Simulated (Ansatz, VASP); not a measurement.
# Two plane-wave programs on Sn

```xyz
2
Lattice="0.0000 3.2832 3.2832 3.2832 0.0000 3.2832 3.2832 3.2832 0.0000" Properties=species:S:1:pos:R:3 pbc="T T T"
Sn    0.0000    0.0000    0.0000
Sn    1.6416    1.6416    1.6416
```

Alike in both runs: functional r2SCAN; k mesh 12 × 12 × 12; occupations gaussian, width 0.1 eV; no spin polarisation.

Ansatz relaxed the structure, and its values are those at the end. VASP's run is a single point on that final structure, the one shown.

```csv
,VASP,Ansatz
version,VASP 6.6.1,Ansatz 0.2.0
potentials or method,"VASP PAW PBE potentials, release 64 (Sn_d), cutoff 520 eV","scalar-relativistic, plane waves, PAW"
valence electrons in the cell,28,28
```

```csv
,VASP,Ansatz,Ansatz less VASP
gap on the k mesh at the Fermi level (eV),none,none,-
pressure (GPa),0.0,0.0,+0.05
```

VASP's potentials were made for PBE, not for r2SCAN. A gap of «none» marks a metal or a gap that the smearing closes.
